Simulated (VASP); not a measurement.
Here is a VASP 6.6.1 calculation.

The input INCAR:

```
ALGO     = Normal         # electronic algorithm
EDIFF    = 1E-6           # SCF threshold, eV
ENCUT    = 520            # plane-wave cutoff, eV
ISIF     = 2              # what is computed and relaxed
ISMEAR   = 0              # smearing method
ISPIN    = 2              # spin polarisation
LASPH    = T              # aspherical terms in the spheres
LCHARG   = T              # write CHGCAR
LELF     = T              # ELF
LMAXMIX  = 4              # l up to which the mixer works
LORBIT   = 11             # projections on sites
LREAL    = F              # projectors in reciprocal space
LVHAR    = T            
LWAVE    = F              # write WAVECAR
MAGMOM   = 2.22           # initial moments
NBANDS   = 14             # bands
NELM     = 150            # most SCF steps
PREC     = Accurate       # precision mode
SIGMA    = 0.1            # smearing width, eV
```

File KPOINTS:

```
k-points
0
Gamma
  22 22 22
```

File POSCAR:

```
Fe
1.0
   -1.3753072281      1.3753072281      1.3753072281
    1.3753072281     -1.3753072281      1.3753072281
    1.3753072281      1.3753072281     -1.3753072281
Fe
1
Direct
    0.0000000000      0.0000000000      0.0000000000
```

Potentials or basis: VASP PAW LDA potentials, release 64 (Fe).

Run with:

```sh
$ cat potpaw_LDA.64/Fe/POTCAR > POTCAR
$ mpirun -np 1 vasp_std > vasp.out
```

Task: Predict the net moment.

Result: 1.95 μB per cell.

Task: Estimate the pressure.

Result: -1.1 GPa.

Task: Estimate the site moments.

Result: Fe +1.92 μB.
